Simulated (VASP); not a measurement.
# Co (P6_3/mmc) in VASP: further runs

Runs on Co. Level: revPBE. Tasks: single point, relaxation of cell and atoms.

Program: VASP 6.6.1. These are calculated values, not measurements. Logs are shortened: lines on timing, memory, paths and dates and some standing lists are left out, and cuts for length are marked.

### Step 1. The cell of the first run

The structure is hexagonal, space group P6_3/mmc (No. 194). Conventional cell: a = 2.558 Å, b = 2.558 Å, c = 8.326 Å, α = 90.00°, β = 90.00°, γ = 120.00°. Co (site symmetry -3m) has 12 Co at 2.55 to 2.56 Å within 3.4 Å. Co (site symmetry -6m2) has 12 Co at 2.55 to 2.56 Å within 3.4 Å.

### Step 2. Single point, revPBE (volume scaled by 1.12)

Contents of INCAR:

```
SYSTEM = Co
ALGO = Normal
EDIFF = 1E-6
ENCUT = 520
GGA = RE
ISIF = 2
ISMEAR = -1
LASPH = .True.
LCHARG = .False.
LREAL = .False.
LWAVE = .False.
NBANDS = 26
NELM = 80
PREC = Accurate
SIGMA = 0.1
```

Contents of KPOINTS:

```
k-points
0
Gamma
  16 16 5
  0 0 0
```

Contents of POSCAR:

```
Co
1.0
    2.5578514521      0.0000000000      0.0000000000
   -1.2789257261      2.2151643366      0.0000000000
    0.0000000000      0.0000000000      8.3261821116
Co
4
Direct
    0.0000000000      0.0000000000      1.0000000000
    0.0000000000      0.0000000000      0.5000000000
    0.3333333333      0.6666666667      0.2500000000
    0.6666666667      0.3333333333      0.7500000000
```

Potentials or basis: VASP PAW PBE potentials, release 64 (Co).

Command:

```sh
$ cat potpaw_PBE.64/Co/POTCAR > POTCAR
$ mpirun -np 1 vasp_std > vasp.out
```

OUTCAR:

```text
SYSTEM = Co
   EDIFF = 1E-6
   ENCUT = 520
   GGA = RE
   ISIF = 2
   ISMEAR = -1
   LASPH = .True.
   LREAL = .False.
   NELM = 80
   PREC = Accurate

 ion  position               nearest neighbor table
   1  0.000  0.000  0.000-   3 2.55   4 2.55   4 2.55   3 2.55   4 2.55   3 2.55
   2  0.000  0.000  0.500-   3 2.55   4 2.55   4 2.55   3 2.55   4 2.55   3 2.55
   3  0.333  0.667  0.250-   1 2.55   2 2.55   1 2.55   2 2.55   1 2.55   2 2.55
   4  0.667  0.333  0.750-   1 2.55   2 2.55   1 2.55   2 2.55   1 2.55   2 2.55

  LATTYP: Found a hexagonal cell.
 ALAT       =     2.5578514521
 C/A-ratio  =     3.2551468557

  Lattice vectors:

 A1 = (   2.5578514521,   0.0000000000,   0.0000000000)
 A2 = (  -1.2789257261,   2.2151643366,   0.0000000000)
 A3 = (   0.0000000000,   0.0000000000,   8.3261821116)

Analysis of symmetry for initial positions (statically):
=====================================================================
 Subroutine PRICEL returns:
 Original cell was already a primitive cell.

 Routine SETGRP: Setting up the symmetry group for a
 hexagonal supercell.

 Subroutine GETGRP returns: Found 24 space group operations
 (whereof 12 operations were pure point group operations)
 out of a pool of 24 trial point group operations.

The static configuration has the point symmetry D_3d.
 The point group associated with its full space group is D_6h.

Analysis of symmetry for dynamics (positions and initial velocities):
=====================================================================
 Subroutine PRICEL returns:
 Original cell was already a primitive cell.

 Routine SETGRP: Setting up the symmetry group for a
 hexagonal supercell.

 Subroutine GETGRP returns: Found 24 space group operations
 (whereof 12 operations were pure point group operations)
 out of a pool of 24 trial point group operations.

The dynamic configuration has the point symmetry D_3d.
 The point group associated with its full space group is D_6h.

 Subroutine INISYM returns: Found 24 space group operations
 (whereof 12 operations are pure point group operations),
 and found     1 'primitive' translations

----------------------------------------------------------------------------------------

                                     Primitive cell

  volume of cell :      47.1767

  direct lattice vectors                    reciprocal lattice vectors
     2.557851452  0.000000000  0.000000000     0.390953118  0.225716888  0.000000000
    -1.278925726  2.215164337  0.000000000     0.000000000  0.451433776  0.000000000
     0.000000000  0.000000000  8.326182112     0.000000000  0.000000000  0.120103066

  length of vectors
     2.557851452  2.557851452  8.326182112     0.451433776  0.451433776  0.120103066

  position of ions in fractional coordinates (direct lattice)
     0.000000000  0.000000000  0.000000000
     0.000000000  0.000000000  0.500000000
     0.333333333  0.666666667  0.250000000
     0.666666667  0.333333333  0.750000000

  ion indices of the primitive-cell ions
   primitive index   ion index
                 1           1
                 2           2
                 3           3
                 4           4

----------------------------------------------------------------------------------------

 KPOINTS: k-points

Automatic generation of k-mesh.
 Grid dimensions read from file:
 generate k-points for:   16   16    5

 Generating k-lattice:

  Cartesian coordinates                     Fractional coordinates (reciprocal lattice)
     0.024434570  0.014107305  0.000000000     0.062500000  0.000000000  0.000000000
     0.000000000  0.028214611  0.000000000     0.000000000  0.062500000  0.000000000
     0.000000000  0.000000000  0.024020613     0.000000000  0.000000000  0.200000000

  Length of vectors
     0.028214611  0.028214611  0.024020613

  Shift w.r.t. Gamma in fractional coordinates (k-lattice)
     0.000000000  0.000000000  0.000000000

 Subroutine IBZKPT returns following result:
 ===========================================

 Found     90 irreducible k-points:

 Following reciprocal coordinates:
            Coordinates               Weight
  0.000000  0.000000  0.000000      1.000000
  0.062500  0.000000  0.000000      6.000000
  0.125000  0.000000  0.000000      6.000000
  0.187500 -0.000000  0.000000      6.000000
  0.250000  0.000000  0.000000      6.000000
  0.312500  0.000000  0.000000      6.000000
[... 16 lines left out ...]
  0.187500  0.187500  0.000000      6.000000
  0.250000  0.187500  0.000000     12.000000
 [... further k-points ...]
   k-points           NKPTS =     90   k-points in BZ     NKDIM =     90   number of bands    NBANDS=     26
   number of dos      NEDOS =    301   number of ions     NIONS =      4
   total plane-waves  NPLWV =  25600
   dimension x,y,z NGX =    20 NGY =   20 NGZ =   64
   dimension x,y,z NGXF=    40 NGYF=   40 NGZF=  128
   ions per type =               4
   NGX,Y,Z   is equivalent  to a cutoff of  13.00, 13.00, 12.78 a.u.
   NGXF,Y,Z  is equivalent  to a cutoff of  26.00, 26.00, 25.56 a.u.
 SYSTEM =  Co
   PREC   = accura    normal or accurate (medium, high low for compatibility)
   ISTART =      0    job   : 0-new  1-cont  2-samecut
   ICHARG =      2    charge: 1-file 2-atom 10-const
   ISPIN  =      1    spin polarized calculation?
   LNONCOLLINEAR =      F non collinear calculations
   LSORBIT =      F    spin-orbit coupling
   LASPH  =      T    aspherical Exc in radial PAW
   ENCUT  =  520.0 eV  38.22 Ry    6.18 a.u.   4.76  4.76 15.48*2*pi/ulx,y,z
   NELM   =     80;   NELMIN=  2; NELMDL= -5     # of ELM steps
   EDIFF  = 0.1E-05   stopping-criterion for ELM
   LREAL  =      F    real-space projection
   EDIFFG = 0.1E-04   stopping-criterion for IOM
   NSW    =      0    number of steps for IOM
   IBRION =     -1    ionic relax: 0-MD 1-quasi-New 2-CG
   NFREE  =      0    steps in history (QN), initial steepest desc. (CG)
   ISIF   =      2    stress and relaxation
   ISYM   =      2    0-nonsym 1-usesym 2-fastsym
   POTIM  = 0.5000    time-step for ionic-motion
   TEBEG  =    0.0;   TEEND  =   0.0 temperature during run
   PSTRESS=    0.0 pullay stress
   NELECT =      36.0000    total number of electrons
   NUPDOWN=      -1.0000    fix difference up-down
   EMIN   =  10.00;   EMAX   =-10.00  energy-range for DOS
   EFERMI =   0.00;   METHOD = LEGACY
   ISMEAR =    -1;   SIGMA  =   0.10  broadening in eV -4-tet -1-fermi 0-gaus
   EFERMI_NEDOS =   21; number of points for ismear=-14 and -15
   IALGO  =     38    algorithm
   IMIX   =      4    mixing-type and parameters
     AMIX     =   0.40;   BMIX     =  1.00
     AMIX_MAG =   1.60;   BMIX_MAG =  1.00
  volume/ion in A,a.u.               =      11.79        79.59
  Fermi-wavevector in a.u.,A,eV,Ry     =   1.496006  2.827041 30.450292  2.238033
  Thomas-Fermi vector in A             =   2.608078
   LORBIT       =      0    0 simple, 1 ext, 2 COOP (PROOUT), +10 PAW based schemes
   GGA     = RE    functional components
   LHFCALC =     F    Hartree Fock is set to
   AEXX    =    0.0000 exact exchange contribution
   IVDW    =     0    specifies the selected vdW correction
   LEPSILON=     F    determine dielectric tensor
   LRPA    =     F    only Hartree local field effects (RPA)
 non-spin polarized calculation
  energy-cutoff  :      520.00
  volume of cell :       47.18
 maximum number of plane-waves:      1288
 NGX is ok and might be reduce to    20
   NGX =  9   NGY =  9   NGZ = 31

 number of electron      36.0000001 magnetization

 Free energy of the ion-electron system (eV)
  ---------------------------------------------------
  ext. energy  EPLUGINS =         0.00000000
  ---------------------------------------------------
  free energy    TOTEN  =       -25.35534205 eV

  energy without entropy =      -24.96452684  energy(sigma->0) =      -25.15993444

 E-fermi :   9.0132     XC(G=0): -12.8522

 val. band max:        9.0127926961   @ k =   0.1250   0.1250   0.0000
 cond. band min:       9.0162303041   @ k =   0.0000   0.0000   0.4000
 fundamental gap:      0.0034376080
 Fermi energy:         9.0131782121

 k-point     1 :       0.0000    0.0000    0.0000
  band No.  band energies     occupation
      1       0.7828      2.00000
      2       2.9254      2.00000
      3       2.9270      2.00000
      4       4.9160      2.00000
      5       7.0784      2.00000
      6       7.0862      2.00000
[... 18 lines left out ...]
     25      15.2238      0.00000
     26      23.3127      0.00000

 k-point     2 :       0.0625    0.0000    0.0000
  band No.  band energies     occupation
      1       0.9124      2.00000
      2       3.0389      2.00000
      3       3.0406      2.00000
      4       5.0007      2.00000
      5       7.0000      2.00000
      6       7.0481      2.00000
[... 18 lines left out ...]
     25      15.2433      0.00000
     26      23.4046      0.00000

 k-point     3 :       0.1250    0.0000    0.0000
  band No.  band energies     occupation
      1       1.2949      2.00000
      2       3.3659      2.00000
      3       3.3678      2.00000
      4       5.2358      2.00000
      5       6.8304      2.00000
      6       6.9511      2.00000
[... 18 lines left out ...]
     25      15.3091      0.00000
     26      23.6721      0.00000

 k-point     4 :       0.1875   -0.0000    0.0000
  band No.  band energies     occupation
      1       1.9096      2.00000
      2       3.8578      2.00000
      3       3.8601      2.00000
      4       5.5534      2.00000
      5       6.6552      2.00000
      6       6.7865      2.00000
[... 18 lines left out ...]
     25      15.4404      0.00000
     26      23.6879      0.00000
[... 496 lines left out ...]
      1       5.1773      2.00000
      2       5.2299      2.00000
      3       5.6090      2.00000
      4       5.8755      2.00000
      5       6.1676      2.00000
      6       6.2193      2.00000
[... 18 lines left out ...]
     25      16.0121      0.00000
     26      16.0148      0.00000

 k-point    23 :       0.1875    0.1875    0.0000
  band No.  band energies     occupation
      1       3.8639      2.00000
      2       5.0876      2.00000
      3       5.0877      2.00000
      4       6.1625      2.00000
      5       6.1688      2.00000
      6       6.3618      2.00000
[... 18 lines left out ...]
     25      16.2044      0.00000
     26      20.2658      0.00000

 k-point    24 :       0.2500    0.1875    0.0000
  band No.  band energies     occupation
      1       4.7003      2.00000
      2       5.3846      2.00000
      3       5.3971      2.00000
      4       6.0446      2.00000
      5       6.0973      2.00000
      6       6.3578      2.00000
[... 18 lines left out ...]
     25      16.4961      0.00000
     26      18.3031      0.00000

 [... further k-points ...]

------------------------ aborting loop because EDIFF is reached ----------------------------------------

  FORCE on cell =-STRESS in cart. coord.  units (eV):
  Direction    XX          YY          ZZ          XY          YZ          ZX
  --------------------------------------------------------------------------------------
  -------------------------------------------------------------------------------------
  Total       -5.9759698     -5.9759698     -6.0354440      0.0000000     -0.0000000     -0.0000000
  in kB     -202.9512833   -202.9512833   -204.9710998      0.0000000     -0.0000000     -0.0000000
  external PRESSURE =    -203.6245554 kB  Pullay stress =       0.0000000 kB

 VOLUME and BASIS-vectors are now :
 -----------------------------------------------------------------------------
  energy-cutoff  :      520.00
  volume of cell :       47.18
      direct lattice vectors                 reciprocal lattice vectors
     2.557851452  0.000000000  0.000000000     0.390953118  0.225716888  0.000000000
    -1.278925726  2.215164337  0.000000000     0.000000000  0.451433776  0.000000000
     0.000000000  0.000000000  8.326182112     0.000000000  0.000000000  0.120103066

 POSITION                                       TOTAL-FORCE (eV/Angst)
 -----------------------------------------------------------------------------------
      0.00000      0.00000      0.00000         0.000000      0.000000      0.000000
      0.00000      0.00000      4.16309         0.000000      0.000000      0.000000
     -0.00000      1.47678      2.08155         0.000000      0.000000     -0.000000
      1.27893      0.73839      6.24464        -0.000000     -0.000000     -0.000000
 -----------------------------------------------------------------------------------
    total drift:                                0.000000     -0.000000      0.000000

  FREE ENERGIE OF THE ION-ELECTRON SYSTEM (eV)
  ---------------------------------------------------
  free  energy   TOTEN  =       -25.3553420472 eV

  energy  without entropy=      -24.9645268353  energy(sigma->0) =      -25.15993444
```

It took 45 s on 1 thread of Intel Xeon 6975P-C (Granite Rapids), shared host; peak memory 0.22 GiB.

Results:

```yaml
Free_energy: -25.3553 eV
Pressure: -20.4 GPa
Band_gap_on_the_k_mesh: zero (band 18 reaches 9.40 eV, above the bottom of band 19 at 8.49 eV)
```

Caveat: the cell differs from its parent crystal (volume scaled by 1.12); the PAW data sets were made with another functional, which shifts forces and pressure a little; the run has no spin polarisation, though such a crystal can be magnetic.

### Step 3. Single point, revPBE

This run uses another cell than the first one, of 10.53 Å³/atom, 0.893 times its volume.

Contents of INCAR:

```
SYSTEM = Co
  PREC = Accurate
  ENCUT = 520
  EDIFF = 1E-6
  ISMEAR = -1
  SIGMA = 0.1
  LREAL = .False.
  LASPH = .True.
  NELM = 100
  ALGO = Normal
  ISIF = 2
  LWAVE = .False.
  LCHARG = .True.
  GGA = RE
  LELF = .True.
  LVHAR = .True.
  NBANDS = 26
```

Contents of KPOINTS:

```
regular mesh
0
Gamma
  19 19 5
  0 0 0
```

Contents of POSCAR:

```
Co
1.0
    2.4630277877      0.0000000000      0.0000000000
   -1.2315138939      2.1330446344      0.0000000000
    0.0000000000      0.0000000000      8.0175171587
Co
4
Direct
    0.0000000000      0.0000000000      1.0000000000
    0.0000000000      0.0000000000      0.5000000000
    0.3333333333      0.6666666667      0.2500000000
    0.6666666667      0.3333333333      0.7500000000
```

Potentials or basis: VASP PAW PBE potentials, release 64 (Co).

Command:

```sh
$ cat potpaw_PBE.64/Co/POTCAR > POTCAR
$ mpirun -np 1 vasp_std > vasp.out
```

It took 53 s on 1 thread of Intel Xeon 6975P-C (Granite Rapids), shared host; peak memory 0.22 GiB.

The run converged. Its results:

* Free energy: -25.7227 eV
* Pressure: -0.6 GPa
* Band gap on the k mesh: zero (band 18 reaches 11.02 eV, above the bottom of band 19 at 10.04 eV)

Levels at points of the mesh, in eV from the Fermi level:
| k point | band 14 | band 15 | band 16 | band 17 | band 18 | band 19 | band 20 | band 21 |
| --- | --- | --- | --- | --- | --- | --- | --- | --- |
| (0.00, 0.00, 0.00) | -1.56 | -1.56 | -0.82 | -0.82 | -0.46 | -0.46 | -0.18 | -0.18 |

Caveat: the PAW data sets were made with another functional, which shifts forces and pressure a little; the run has no spin polarisation, though such a crystal can be magnetic. Spin polarisation is off, so any magnetic state and its effect on volume and gap are missing.

### Step 4. Relaxation of cell and atoms, revPBE

This run uses another cell than the first one, of 11.07 Å³/atom, 0.939 times its volume.

Contents of INCAR:

```
SYSTEM = Co
ALGO = Normal ; EDIFF = 1E-7
EDIFFG = -0.01 ; ENCUT = 600
GGA = RE ; IBRION = 2
ISIF = 3 ; ISMEAR = -1
LASPH = .TRUE. ; LCHARG = .FALSE.
LREAL = .FALSE. ; LWAVE = .FALSE.
NELM = 100 ; NSW = 80
PREC = Accurate ; SIGMA = 0.1
```

Contents of KPOINTS:

```
k-points
0
G
  14 14 4
  0 0 0
```

Contents of POSCAR:

```
Co
1.0
    2.5018845205      0.0000000000      0.0000000000
   -1.2509422603      2.1666955521      0.0000000000
    0.0000000000      0.0000000000      8.1711548441
Co
4
Direct
    0.0000000000      0.0000000000      0.0000000000
    0.0000000000      0.0000000000      0.5000000000
    0.3333333333      0.6666666667      0.2500000000
    0.6666666667      0.3333333333      0.7500000000
```

Command:

```sh
$ cat potpaw_PBE.64/Co/POTCAR > POTCAR
$ mpirun -np 1 vasp_std > vasp.out
```

Run time: 3.9 min. Hardware: 1 thread of Intel Xeon 6975P-C (Granite Rapids), shared host; peak memory 0.22 GiB.

It converged, with:

| Property | Result |
| --- | --- |
| Free energy | -25.7194 eV |
| Relaxed volume | 10.50 Å³/atom |
| Relaxed cell | a = 2.461 Å, b = 2.461 Å, c = 8.008 Å, α = 90.00°, β = 90.00°, γ = 120.00° |
| Space group after relaxing (to 0.05 Å) | P6_3/mmc (No. 194) |
| Energy gained by relaxing | 20.8 meV/atom |
| Ionic steps | 10 |
| Pressure after relaxing | 0.0 GPa |

Step by step:
```
step  energy change (eV)  largest force (eV/Å)  pressure (GPa)  volume (Å³)
   1              0.0000                0.0000          -10.90        44.29
   2              0.0240                0.0000           15.44        39.64
   3             -0.0831                0.0000           -0.12        42.01
   4             -0.0831                0.0000            0.15        41.97
   5             -0.0831                0.0000           -0.16        42.02
   6             -0.0831                0.0000           -0.07        42.01
   7             -0.0831                0.0000           -0.12        42.01
   8             -0.0831                0.0000           -0.12        42.01
   9             -0.0831                0.0000           -0.09        42.01
  10             -0.0831                0.0000            0.04        41.99
```

Final structure:
```xyz
4
Lattice="2.4606 0.0000 0.0000 -1.2303 2.1309 0.0000 0.0000 0.0000 8.0076" Properties=species:S:1:pos:R:3 pbc="T T T"
Co    0.0000    0.0000    0.0000
Co    0.0000    0.0000    4.0038
Co    0.0000    1.4206    2.0019
Co    1.2303    0.7103    6.0057
```

Levels at points of the mesh, in eV from the Fermi level:
| k point | band 14 | band 15 | band 16 | band 17 | band 18 | band 19 | band 20 | band 21 | band 22 |
| --- | --- | --- | --- | --- | --- | --- | --- | --- | --- |
| (0.00, 0.00, 0.00) | -1.57 | -1.57 | -0.83 | -0.83 | -0.46 | -0.46 | -0.19 | -0.19 | -0.09 |
| (0.50, 0.00, 0.00) | 0.31 | 0.31 | 0.35 | 0.37 | 0.46 | 0.47 | 0.49 | 0.53 | 1.64 |
| (0.00, 0.00, 0.50) | -1.72 | -1.54 | -1.54 | -0.64 | -0.64 | -0.64 | -0.64 | 0.07 | 0.07 |
| (0.50, 0.00, 0.50) | -0.80 | -0.04 | -0.04 | 0.33 | 0.33 | 0.45 | 0.45 | 1.88 | 1.88 |

Caveat: the bands computed are all filled at some k points, so no gap is given; the PAW data sets were made with another functional, which shifts forces and pressure a little; the run has no spin polarisation, though such a crystal can be magnetic. Spin polarisation is off, so any magnetic state and its effect on volume and gap are missing.

### Step 5. The runs side by side

```csv
task,cell,k mesh,cutoff (eV),gap on the mesh (eV),pressure (GPa)
single point,"a = 2.558, b = 2.558, c = 8.326 Å, angles 90.0, 90.0, 120.0°, 4 atoms",16 × 16 × 5,520,none,-20.4
single point,"a = 2.463, b = 2.463, c = 8.018 Å, angles 90.0, 90.0, 120.0°, 4 atoms",19 × 19 × 5,520,none,-0.6
relaxation of cell and atoms,"relaxed from a = 2.502, b = 2.502, c = 8.171 Å, angles 90.0, 90.0, 120.0°, 4 atoms",14 × 14 × 4,600,-,0.0
```

Alike in all rows: level revPBE; potentials or basis VASP PAW PBE potentials, release 64 (Co); no spin polarisation; smearing fermi-dirac 0.1 eV.

Caveats: the PAW data sets were made with another functional, which shifts forces and pressure a little; the run has no spin polarisation, though such a crystal can be magnetic; the bands computed are all filled at some k points, so no gap is given (some runs).

Total energies depend on the potentials used, so only differences within one code and one set of settings carry meaning.
